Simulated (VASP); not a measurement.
Wanted: the native input for a VASP 6.6.1 run.

```
Task                   : single point
Functional             : revPBE
Potentials or basis    : VASP PAW PBE potentials, release 64 (Ga_d, N)
Cutoff                 : 520 eV
k mesh                 : 10 × 10 × 10
Occupations            : fermi-dirac, width 0.05 eV
Spin                   : no spin polarisation
Dipole correction      : no
Further INCAR settings : ALGO = Normal; EDIFF = 1e-07; NBANDS = 16
```

The structure of GaN lies in POSCAR:

```
GaN
1.0
    0.0000000000      2.2535006075      2.2535006075
    2.2535006075      0.0000000000      2.2535006075
    2.2535006075      2.2535006075      0.0000000000
Ga N
1 1
Direct
    0.0000000000      0.0000000000      0.0000000000
    0.2500000000      0.2500000000      0.2500000000
```

These files were run (other wordings do the same):

INCAR

```
SYSTEM = GaN
PREC = Accurate
ENCUT = 520
EDIFF = 1E-7
ISMEAR = -1
SIGMA = 0.05
LREAL = .FALSE.
LASPH = .TRUE.
NELM = 80
ALGO = Normal
ISIF = 2
LWAVE = .FALSE.
LCHARG = .TRUE.
GGA = RE
LELF = .TRUE.
LVHAR = .TRUE.
NBANDS = 16
```

KPOINTS

```
regular mesh
0
G
  10 10 10
  0 0 0
```

Potentials or basis: VASP PAW PBE potentials, release 64 (Ga_d, N).

Command:

```bash
$ cat potpaw_PBE.64/Ga_d/POTCAR potpaw_PBE.64/N/POTCAR > POTCAR
$ mpirun -np 1 vasp_std > vasp.out
```

Results of the run:

The pressure is 7.9 GPa and the band gap on the k mesh is 1.76 eV, direct.

Caveat: the PAW data sets were made with another functional, which shifts forces and pressure a little.

It took 12 s on 1 thread of Intel(R) Xeon(R) Platinum 8488C (Sapphire Rapids), with other jobs on the host, peak memory 0.14 GiB.
